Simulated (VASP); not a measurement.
# Co (P6_3/mmc) in VASP: further runs, part 2 of 3

VASP 6.6.1.

### Step 4. Single point, BLYP, collinear spin, ferromagnetic start (volume scaled by 0.88)

Contents of INCAR:

```
SYSTEM = Co
  PREC = Accurate
  ENCUT = 520
  EDIFF = 1E-6
  ISMEAR = -1
  SIGMA = 0.05
  LREAL = .False.
  LASPH = .True.
  NELM = 150
  ALGO = Normal
  ISIF = 2
  LWAVE = .False.
  LCHARG = .False.
  ISPIN = 2
  MAGMOM = 1.703 1.703 1.72 1.72
  LORBIT = 11
  LMAXMIX = 4
  GGA = B5
  ALDAX = 1.0
  AGGAX = 1.0
  AGGAC = 1.0
  ALDAC = 0.0
  NBANDS = 30
```

Contents of KPOINTS:

```
regular mesh
0
Gamma
  16 16 5
  0 0 0
```

Contents of POSCAR:

```
Co
1.0
    2.4279131435      0.0000000000      0.0000000000
   -1.2139565718      2.1026344604      0.0000000000
    0.0000000000      0.0000000000      7.8518048807
Co
4
Direct
    0.0000000000      0.0000000000      0.0000000000
    1.0000000000      1.0000000000      0.5000000000
    0.3333333333      0.6666666667      0.2500000000
    0.6666666667      0.3333333333      0.7500000000
```

Potentials or basis: VASP PAW PBE potentials, release 64 (Co).

Command:

```sh
$ cat potpaw_PBE.64/Co/POTCAR > POTCAR
$ mpirun -np 1 vasp_std > vasp.out
```

OUTCAR:

```text
SYSTEM = Co
   PREC = Accurate
   ENCUT = 520
   EDIFF = 1E-6
   ISMEAR = -1
   LREAL = .False.
   LASPH = .True.
   NELM = 150
   ISIF = 2
   ISPIN = 2
   LORBIT = 11
   GGA = B5

 ion  position               nearest neighbor table
   1  0.000  0.000  0.000-   3 2.41   4 2.41   3 2.41   4 2.41   4 2.41   3 2.41
   2  0.000  0.000  0.500-   3 2.41   4 2.41   3 2.41   4 2.41   4 2.41   3 2.41
   3  0.333  0.667  0.250-   1 2.41   2 2.41   1 2.41   2 2.41   1 2.41   2 2.41
   4  0.667  0.333  0.750-   1 2.41   2 2.41   1 2.41   2 2.41   1 2.41   2 2.41

  LATTYP: Found a hexagonal cell.
 ALAT       =     2.4279131435
 C/A-ratio  =     3.2339727233

  Lattice vectors:

 A1 = (   2.4279131435,   0.0000000000,   0.0000000000)
 A2 = (  -1.2139565718,   2.1026344604,   0.0000000000)
 A3 = (   0.0000000000,   0.0000000000,   7.8518048807)

Analysis of symmetry for initial positions (statically):
=====================================================================
 Subroutine PRICEL returns:
 Original cell was already a primitive cell.

 Routine SETGRP: Setting up the symmetry group for a
 hexagonal supercell.

 Subroutine GETGRP returns: Found 24 space group operations
 (whereof 12 operations were pure point group operations)
 out of a pool of 24 trial point group operations.

The static configuration has the point symmetry D_3d.
 The point group associated with its full space group is D_6h.

Analysis of symmetry for dynamics (positions and initial velocities):
=====================================================================
 Subroutine PRICEL returns:
 Original cell was already a primitive cell.

 Routine SETGRP: Setting up the symmetry group for a
 hexagonal supercell.

 Subroutine GETGRP returns: Found 24 space group operations
 (whereof 12 operations were pure point group operations)
 out of a pool of 24 trial point group operations.

The dynamic configuration has the point symmetry D_3d.
 The point group associated with its full space group is D_6h.

Analysis of structural, dynamic, and magnetic symmetry:
=====================================================================
 Subroutine PRICEL returns:
 Original cell was already a primitive cell.

 Routine SETGRP: Setting up the symmetry group for a
 hexagonal supercell.

 Subroutine GETGRP returns: Found 24 space group operations
 (whereof 12 operations were pure point group operations)
 out of a pool of 24 trial point group operations.

The overall configuration has the point symmetry D_3d.
 The point group associated with its full space group is D_6h.

 Subroutine INISYM returns: Found 24 space group operations
 (whereof 12 operations are pure point group operations),
 and found     1 'primitive' translations

----------------------------------------------------------------------------------------

                                     Primitive cell

  volume of cell :      40.0836

  direct lattice vectors                    reciprocal lattice vectors
     2.427913144  0.000000000  0.000000000     0.411876348  0.237796921  0.000000000
    -1.213956572  2.102634460  0.000000000     0.000000000  0.475593841  0.000000000
     0.000000000  0.000000000  7.851804881     0.000000000  0.000000000  0.127359252

  length of vectors
     2.427913144  2.427913143  7.851804881     0.475593841  0.475593841  0.127359252

  position of ions in fractional coordinates (direct lattice)
[... 83 lines left out ...]
   EDIFF  = 0.1E-05   stopping-criterion for ELM
   LREAL  =      F    real-space projection
   EDIFFG = 0.1E-04   stopping-criterion for IOM
   NSW    =      0    number of steps for IOM
   IBRION =     -1    ionic relax: 0-MD 1-quasi-New 2-CG
   NFREE  =      0    steps in history (QN), initial steepest desc. (CG)
   ISIF   =      2    stress and relaxation
   ISYM   =      2    0-nonsym 1-usesym 2-fastsym
   POTIM  = 0.5000    time-step for ionic-motion
   TEBEG  =    0.0;   TEEND  =   0.0 temperature during run
   PSTRESS=    0.0 pullay stress
   NELECT =      36.0000    total number of electrons
   NUPDOWN=      -1.0000    fix difference up-down
   EMIN   =  10.00;   EMAX   =-10.00  energy-range for DOS
   EFERMI =   0.00;   METHOD = LEGACY
   ISMEAR =    -1;   SIGMA  =   0.05  broadening in eV -4-tet -1-fermi 0-gaus
   EFERMI_NEDOS =   21; number of points for ismear=-14 and -15
   IALGO  =     38    algorithm
   IMIX   =      4    mixing-type and parameters
     AMIX     =   0.40;   BMIX     =  1.00
     AMIX_MAG =   1.60;   BMIX_MAG =  1.00
  volume/ion in A,a.u.               =      10.02        67.62
  Fermi-wavevector in a.u.,A,eV,Ry     =   1.579502  2.984826 33.944178  2.494827
  Thomas-Fermi vector in A             =   2.679872
   LORBIT       =     11    0 simple, 1 ext, 2 COOP (PROOUT), +10 PAW based schemes
   GGA     = B5    functional components
   LHFCALC =     F    Hartree Fock is set to
   AEXX    =    0.0000 exact exchange contribution
   IVDW    =     0    specifies the selected vdW correction
   LEPSILON=     F    determine dielectric tensor
   LRPA    =     F    only Hartree local field effects (RPA)
 spin polarized calculation
  energy-cutoff  :      520.00
  volume of cell :       40.08
 maximum number of plane-waves:      1103
   NGX =  9   NGY =  9   NGZ = 29

 number of electron      35.9999979 magnetization       6.1572326

 Free energy of the ion-electron system (eV)
  ---------------------------------------------------
  ext. energy  EPLUGINS =         0.00000000
  ---------------------------------------------------
  free energy    TOTEN  =       -23.78266318 eV

  energy without entropy =      -23.75278918  energy(sigma->0) =      -23.76772618

 E-fermi :  11.9637     XC(G=0): -13.2638

 val. band max:       11.9629182903   @ k =   0.0000   0.0000   0.2000
 cond. band min:      11.9648382068   @ k =   0.1250   0.0000   0.4000
 fundamental gap:      0.0019199165
 Fermi energy:        11.9636632658

 spin component 1

 k-point     1 :       0.0000    0.0000    0.0000
  band No.  band energies     occupation
      1       2.6970      1.00000
      2       5.0373      1.00000
      3       5.0550      1.00000
      4       6.4730      1.00000
      5       8.8834      1.00000
      6       8.9193      1.00000
[... 781 lines left out ...]
     29      24.7929      0.00000
     30      26.3699      0.00000

 [... further k-points ...]

 spin component 2

 k-point     1 :       0.0000    0.0000    0.0000
  band No.  band energies     occupation
      1       2.7540      1.00000
      2       5.1807      1.00000
      3       5.1839      1.00000
      4       7.3465      1.00000
      5      10.1089      1.00000
      6      10.1747      1.00000
[... 781 lines left out ...]
     29      25.3322      0.00000
     30      26.8548      0.00000

 [... further k-points ...]

------------------------ aborting loop because EDIFF is reached ----------------------------------------

  FORCE on cell =-STRESS in cart. coord.  units (eV):
  Direction    XX          YY          ZZ          XY          YZ          ZX
  --------------------------------------------------------------------------------------
  -------------------------------------------------------------------------------------
  Total        7.7794927      7.7794927      8.0405188     -0.0000000      0.0000000      0.0000000
  in kB      310.9534902    310.9534902    321.3869442     -0.0000000      0.0000000      0.0000000
  external PRESSURE =     314.4313082 kB  Pullay stress =       0.0000000 kB

 VOLUME and BASIS-vectors are now :
 -----------------------------------------------------------------------------
  energy-cutoff  :      520.00
  volume of cell :       40.08
      direct lattice vectors                 reciprocal lattice vectors
     2.427913144  0.000000000  0.000000000     0.411876348  0.237796921  0.000000000
    -1.213956572  2.102634460  0.000000000     0.000000000  0.475593841  0.000000000
     0.000000000  0.000000000  7.851804881     0.000000000  0.000000000  0.127359252

 POSITION                                       TOTAL-FORCE (eV/Angst)
 -----------------------------------------------------------------------------------
      0.00000      0.00000      0.00000         0.000000     -0.000000     -0.000000
      0.00000      0.00000      3.92590         0.000000     -0.000000     -0.000000
     -0.00000      1.40176      1.96295        -0.000000      0.000000     -0.000000
      1.21396      0.70088      5.88885         0.000000     -0.000000      0.000000
 -----------------------------------------------------------------------------------
    total drift:                                0.000000     -0.000000      0.000000

  FREE ENERGIE OF THE ION-ELECTRON SYSTEM (eV)
  ---------------------------------------------------
  free  energy   TOTEN  =       -23.7826631778 eV

  energy  without entropy=      -23.7527891778  energy(sigma->0) =      -23.76772618

 total charge

# of ion       s       p       d       tot
------------------------------------------
    1        0.520   0.572   7.375   8.466
    2        0.520   0.572   7.375   8.466
    3        0.519   0.575   7.367   8.461
    4        0.519   0.575   7.367   8.461
--------------------------------------------------
tot          2.077   2.293  29.484  33.854

 magnetization (x)

# of ion       s       p       d       tot
------------------------------------------
    1       -0.015  -0.047   1.591   1.530
    2       -0.015  -0.047   1.591   1.530
    3       -0.014  -0.048   1.613   1.550
    4       -0.014  -0.048   1.613   1.550
--------------------------------------------------
tot         -0.058  -0.190   6.407   6.160
```

Run time: 5.6 min. Hardware: 1 thread of Oxide Virtual Turin-like, shared host; peak memory 0.23 GiB.

What came out:

```
Free energy                                           : -23.7827 eV
Pressure                                              : 31.4 GPa
Net moment                                            : 6.16 μB per cell
Site moments                                          : Co +1.53, +1.55 μB
Valence electrons inside the program's atomic spheres : Co 8.47, 8.46
```

Stress tensor (GPa, compression positive):
```
31.10  0.00  0.00
 0.00 31.10  0.00
 0.00  0.00 32.14
```

Levels at points of the mesh, in eV from the Fermi level:
Spin up:
| k point | band 18 | band 19 | band 20 | band 21 | band 22 | band 23 | band 24 | band 25 |
| --- | --- | --- | --- | --- | --- | --- | --- | --- |
| (0.00, 0.00, 0.00) | -1.42 | -1.42 | -1.05 | -1.05 | -0.60 | -0.60 | 0.07 | 7.14 |
| (0.50, 0.00, 0.00) | -0.37 | -0.34 | -0.31 | 0.49 | 1.67 | 2.90 | 3.54 | 7.74 |
Spin down:
| k point | band 12 | band 13 | band 14 | band 15 | band 16 | band 17 |
| --- | --- | --- | --- | --- | --- | --- |
| (0.00, 0.00, 0.00) | -1.01 | -1.01 | -0.95 | -0.95 | -0.05 | -0.05 |
| (0.50, 0.00, 0.00) | -0.20 | -0.16 | 0.75 | 1.21 | 1.26 | 1.28 |

Caveat: the PAW data sets were made with another functional, which shifts forces and pressure a little.

### Step 5. Single point, BLYP, collinear spin, ferromagnetic start (volume scaled by 0.92)

Changes to INCAR since step 4:

```diff
@@ -6,4 +6,4 @@
   SIGMA = 0.05
-  LREAL = .False.
-  LASPH = .True.
+  LREAL = .FALSE.
+  LASPH = .TRUE.
   NELM = 150
@@ -11,4 +11,4 @@
   ISIF = 2
-  LWAVE = .False.
-  LCHARG = .False.
+  LWAVE = .FALSE.
+  LCHARG = .FALSE.
   ISPIN = 2
```

Contents of KPOINTS:

```
Automatic mesh
0
G
  16 16 5
  0 0 0
```

Contents of POSCAR:

```
Co
1.0
    2.4641559964      0.0000000000      0.0000000000
   -1.2320779982      2.1340216917      0.0000000000
    0.0000000000      0.0000000000      7.9690132784
Co
4
Direct
    0.0000000000      0.0000000000      0.0000000000
    1.0000000000      1.0000000000      0.5000000000
    0.3333333333      0.6666666667      0.2500000000
    0.6666666667      0.3333333333      0.7500000000
```

Command:

```sh
$ cat potpaw_PBE.64/Co/POTCAR > POTCAR
$ mpirun -np 1 vasp_std > vasp.out
```

Wall time 4.9 min (1 thread of Oxide Virtual Turin-like, shared host); peak memory 0.24 GiB.

Results (log left out):

```yaml
Free_energy: -24.0618 eV
Pressure: 18.2 GPa
Net_moment: 6.26 μB per cell
Site_moments: Co +1.56, +1.58 μB
Valence_electrons_inside_the_program's_atomic_spheres: Co 8.37
```

Stress tensor (GPa, compression positive):
```
17.77  0.00  0.00
 0.00 17.77  0.00
 0.00  0.00 18.96
```

Levels at points of the mesh, in eV from the Fermi level:
Spin up:
```
           k point  band 19  band 20  band 21  band 22  band 23  band 24
(0.00, 0.00, 0.00)    -1.44    -1.10    -1.10    -0.68    -0.68     0.08
(0.50, 0.00, 0.00)    -0.43    -0.41     0.47     1.61     2.70     3.33
```
Spin down:
| k point | band 12 | band 13 | band 14 | band 15 | band 16 | band 17 |
| --- | --- | --- | --- | --- | --- | --- |
| (0.00, 0.00, 0.00) | -0.93 | -0.93 | -0.89 | -0.89 | -0.02 | -0.02 |
| (0.50, 0.00, 0.00) | -0.17 | -0.13 | 0.72 | 1.15 | 1.20 | 1.21 |

Caveat: the PAW data sets were made with another functional, which shifts forces and pressure a little.

(Continued in part 3 of 3.)
